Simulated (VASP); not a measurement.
# TaN in VASP: a series of runs, part 3 of 3

VASP 6.6.1. Earlier steps stand in the parts before.

## 6. Electric field gradients, PBE (zz strain of -1 %)

Input file INCAR:

```
  PREC = Accurate
  ENCUT = 520
  EDIFF = 1E-8
  ISMEAR = -1
  SIGMA = 0.02
  LREAL = False
  LASPH = True
  NELM = 120
  ALGO = Normal
  ISIF = 2
  LWAVE = False
  LCHARG = False
  GGA = PE
  LEFG = True
  NBANDS = 15
  GGA_COMPAT = False
```

Input file KPOINTS:

```
regular mesh
0
Gamma
  9 9 9
```

Input file POSCAR:

```
TaN
1.0
    0.0000000000      2.1790000000      2.1572100000
    2.1790000000      0.0000000000      2.1572100000
    2.1790000000      2.1790000000      0.0000000000
Ta N
1 1
Direct
    0.5000000000      0.5000000000      0.5000000000
    0.0000000000      0.0000000000      0.0000000000
```

Potentials or basis: VASP PAW PBE potentials, release 64 (Ta_pv, N).

Run with:

```console
$ cat potpaw_PBE.64/Ta_pv/POTCAR potpaw_PBE.64/N/POTCAR > POTCAR
$ mpirun -np 1 vasp_std > vasp.out
```

OUTCAR:

```text
PREC = Accurate
   ENCUT = 520
   EDIFF = 1E-8
   ISMEAR = -1
   LREAL = False
   LASPH = True
   NELM = 120
   ISIF = 2
   GGA = PE

 ion  position               nearest neighbor table
   1  0.500  0.500  0.500-   2 2.16   2 2.16   2 2.18   2 2.18   2 2.18   2 2.18
   2  0.000  0.000  0.000-   1 2.16   1 2.16   1 2.18   1 2.18   1 2.18   1 2.18

  LATTYP: Found a body centered tetragonal cell.
 ALAT       =     3.0815713524
 C/A-ratio  =     1.4000714267

  Lattice vectors:

 A1 = (   0.0000000000,  -2.1790000000,  -2.1572100000)
 A2 = (   0.0000000000,   2.1790000000,  -2.1572100000)
 A3 = (   2.1790000000,   0.0000000000,   2.1572100000)

Analysis of symmetry for initial positions (statically):
=====================================================================
 Subroutine PRICEL returns:
 Original cell was already a primitive cell.

 Routine SETGRP: Setting up the symmetry group for a
 body centered tetragonal supercell.

 Subroutine GETGRP returns: Found 16 space group operations
 (whereof 16 operations were pure point group operations)
 out of a pool of 16 trial point group operations.

The static configuration has the point symmetry D_4h.

Analysis of symmetry for dynamics (positions and initial velocities):
=====================================================================
 Subroutine PRICEL returns:
 Original cell was already a primitive cell.

 Routine SETGRP: Setting up the symmetry group for a
 body centered tetragonal supercell.

 Subroutine GETGRP returns: Found 16 space group operations
 (whereof 16 operations were pure point group operations)
 out of a pool of 16 trial point group operations.

The dynamic configuration has the point symmetry D_4h.

 Subroutine INISYM returns: Found 16 space group operations
 (whereof 16 operations are pure point group operations),
 and found     1 'primitive' translations

----------------------------------------------------------------------------------------

                                     Primitive cell

  volume of cell :      20.4850

  direct lattice vectors                    reciprocal lattice vectors
     0.000000000  2.179000000  2.157210000    -0.229463056  0.229463056  0.231780865
     2.179000000  0.000000000  2.157210000     0.229463056 -0.229463056  0.231780865
     2.179000000  2.179000000  0.000000000     0.229463056  0.229463056 -0.231780865

  length of vectors
     3.066202209  3.066202209  3.081571352     0.398784350  0.398784350  0.398784350

  position of ions in fractional coordinates (direct lattice)
     0.500000000  0.500000000  0.500000000
     0.000000000  0.000000000  0.000000000

  ion indices of the primitive-cell ions
   primitive index   ion index
                 1           1
                 2           2

----------------------------------------------------------------------------------------

 KPOINTS: regular mesh

Automatic generation of k-mesh.
 Grid dimensions read from file:
 generate k-points for:    9    9    9

 Generating k-lattice:

  Cartesian coordinates                     Fractional coordinates (reciprocal lattice)
[... 76 lines left out ...]
   EFERMI_NEDOS =   21; number of points for ismear=-14 and -15
   IALGO  =     38    algorithm
   IMIX   =      4    mixing-type and parameters
     AMIX     =   0.40;   BMIX     =  1.00
     AMIX_MAG =   1.60;   BMIX_MAG =  1.00
  volume/ion in A,a.u.               =      10.24        69.12
  Fermi-wavevector in a.u.,A,eV,Ry     =   1.507657  2.849059 30.926443  2.273029
  Thomas-Fermi vector in A             =   2.618214
   LORBIT       =      0    0 simple, 1 ext, 2 COOP (PROOUT), +10 PAW based schemes
   GGA     = PE    functional components
   LHFCALC =     F    Hartree Fock is set to
   AEXX    =    0.0000 exact exchange contribution
   IVDW    =     0    specifies the selected vdW correction
   LEPSILON=     F    determine dielectric tensor
   LRPA    =     F    only Hartree local field effects (RPA)
 non-spin polarized calculation
  energy-cutoff  :      520.00
  volume of cell :       20.49
 maximum number of plane-waves:       568
   NGX = 11   NGY = 11   NGZ = 11

 number of electron      15.9999999 magnetization

 Free energy of the ion-electron system (eV)
  ---------------------------------------------------
  ext. energy  EPLUGINS =         0.00000000
  ---------------------------------------------------
  free energy    TOTEN  =       -21.76007021 eV

  energy without entropy =      -21.75874059  energy(sigma->0) =      -21.75940540

 E-fermi :   9.8714     XC(G=0): -13.6465

 val. band max:        9.8642625292   @ k =  -0.2222   0.2222   0.0000
 cond. band min:       9.8926402356   @ k =   0.2222  -0.0000   0.1111
 fundamental gap:      0.0283777064
 Fermi energy:         9.8714120404

 k-point     1 :       0.0000    0.0000    0.0000
  band No.  band energies     occupation
      1     -25.7379      2.00000
      2     -25.7379      2.00000
      3     -25.7241      2.00000
      4      -9.2007      2.00000
      5       6.0205      2.00000
      6       6.0205      2.00000
      7       6.0751      2.00000
      8       7.7235      2.00000
      9       7.7235      2.00000
     10       7.8428      2.00000
     11       9.9694      0.01482
     12      10.0987      0.00002
     13      11.8478      0.00000
     14      19.3952      0.00000
[... 401 lines left out ...]
      2     -26.0618      2.00000
      3     -26.0618      2.00000
      4      -7.8823      2.00000
      5       3.0582      2.00000
      6       4.3054      2.00000
      7       5.1681      2.00000
      8       5.1681      2.00000
      9      12.1335      0.00000
     10      13.6943      0.00000
     11      13.6943      0.00000
     12      14.7517      0.00000
     13      17.6546      0.00000
     14      19.4671      0.00000
     15      22.4263      0.00000

 [... further k-points ...]
[... 5 lines left out ...]
  --------------------------------------------------------------------------------------
  -------------------------------------------------------------------------------------
  Total        2.1399051      2.1399051      3.2467323      0.0000000     -0.0000000     -0.0000000
  in kB      167.3663740    167.3663740    253.9336082      0.0000000     -0.0000000     -0.0000000
  external PRESSURE =     196.2221187 kB  Pullay stress =       0.0000000 kB

 VOLUME and BASIS-vectors are now :
 -----------------------------------------------------------------------------
  energy-cutoff  :      520.00
  volume of cell :       20.49
      direct lattice vectors                 reciprocal lattice vectors
     0.000000000  2.179000000  2.157210000    -0.229463056  0.229463056  0.231780865
     2.179000000  0.000000000  2.157210000     0.229463056 -0.229463056  0.231780865
     2.179000000  2.179000000  0.000000000     0.229463056  0.229463056 -0.231780865

 POSITION                                       TOTAL-FORCE (eV/Angst)
 -----------------------------------------------------------------------------------
      2.17900      2.17900      2.15721         0.000000      0.000000      0.000000
      0.00000      0.00000      0.00000        -0.000000      0.000000      0.000000
 -----------------------------------------------------------------------------------
    total drift:                                0.000000     -0.000000     -0.000000

  FREE ENERGIE OF THE ION-ELECTRON SYSTEM (eV)
  ---------------------------------------------------
  free  energy   TOTEN  =       -21.7600702058 eV

  energy  without entropy=      -21.7587405921  energy(sigma->0) =      -21.75940540

 Electric field gradients (V/A^2)
---------------------------------------------------------------------
 ion       V_xx      V_yy      V_zz      V_xy      V_xz      V_yz
---------------------------------------------------------------------
   1      24.783    24.783   -49.567     0.000     0.000     0.000
   2       1.913     1.913    -3.826    -0.000    -0.000    -0.000
---------------------------------------------------------------------

 Electric field gradients after diagonalization (V/A^2)
 (convention: |V_zz| > |V_xx| > |V_yy|)
----------------------------------------------------------------------
 ion       V_xx      V_yy      V_zz     asymmetry (V_yy - V_xx)/ V_zz
----------------------------------------------------------------------
   1      24.784    24.783   -49.567       0.000
   2       1.913     1.913    -3.826       0.000
----------------------------------------------------------------------

           NMR quadrupolar parameters

 Cq : quadrupolar parameter    Cq=e*Q*V_zz/h
 eta: asymmetry parameters     (V_yy - V_xx)/ V_zz
 Q  : nuclear electric quadrupole moment in mb (millibarn)
----------------------------------------------------------------------
 ion       Cq(MHz)       eta       Q (mb)
----------------------------------------------------------------------
   1      -0.120       0.000       1.000
   2      -0.009       0.000       1.000
----------------------------------------------------------------------
```

stdout:

```text
POSCAR found type information on POSCAR TaN
 POSCAR found :  2 types and       2 ions
 scaLAPACK will be used
 LDA part: xc-table for (Slater+PW92), standard interpolation
 POSCAR, INCAR and KPOINTS ok, starting setup
 FFT: planning ... GRIDC
 FFT: planning ... GRID_SOFT
 FFT: planning ... GRID
 WAVECAR not read
 entering main loop
ion   1

ion   2
```

Run time: 9.3 s. Hardware: 1 thread of Intel Xeon 6975P-C (Granite Rapids), shared host; peak memory 0.15 GiB.

What came out:

| Item | Value |
| --- | --- |
| Free energy | -21.7601 eV |
| Pressure | 19.6 GPa |
| Band gap on the k mesh | zero (band 8 reaches 11.61 eV, above the bottom of band 9 at 7.72 eV) |

Levels at points of the mesh, in eV from the Fermi level:
```csv
k point,band 6,band 7,band 8,band 9,band 10,band 11
"(0.00, 0.00, 0.00)",-3.85,-3.80,-2.15,-2.15,-2.03,0.10
```

Electric field gradients, principal values (V/Å²):
| atom | least | middle | greatest (by size) |
| --- | --- | --- | --- |
| 1 Ta | 24.783 | 24.784 | -49.567 |
| 2 N | 1.913 | 1.913 | -3.826 |

Caveat: the cell differs from its parent crystal (zz strain of -1 %); without QUAD_EFG the Cq values of the log hold for a quadrupole moment of 1 mb, not for the nuclei; spin-orbit coupling is left out, which moves the levels of the heavy elements.

## 7. The runs side by side

| potentials or basis | cell | second run | gap on the mesh (eV) | pressure (GPa) |
| --- | --- | --- | --- | --- |
| VASP PAW PBE potentials, release 64 (Ta_pv, N) | a = 3.097 Å, angles 59.3°, 2 atoms | - | none | 15.5 |
| VASP PAW PBE potentials, release 64 (Ta_pv, N) | a = 3.128 Å, angles 58.0°, 2 atoms | - | none | 15.9 |
| VASP PAW PBE potentials, release 64 (Ta_sv_GW, N) | a = 3.105 Å, angles 59.0°, 2 atoms | valence_matched | none | 14.4 |
| VASP PAW PBE potentials, release 64 (Ta_pv, N) | a = 3.036, b = 3.036, c = 3.082 Å, angles 59.5, 59.5, 61.0°, 2 atoms | - | none | 29.3 |
| VASP PAW PBE potentials, release 64 (Ta_pv, N) | a = 3.066, b = 3.066, c = 3.082 Å, angles 59.8, 59.8, 60.3°, 2 atoms | - | none | 19.6 |

Alike in all rows: task electric field gradients; level PBE; no spin polarisation; k mesh 9 × 9 × 9; cutoff (eV) 520; smearing fermi-dirac 0.02 eV.

Caveats: spin-orbit coupling is left out, which moves the levels of the heavy elements.

Absolute energies hang on the potentials; compare differences alone.
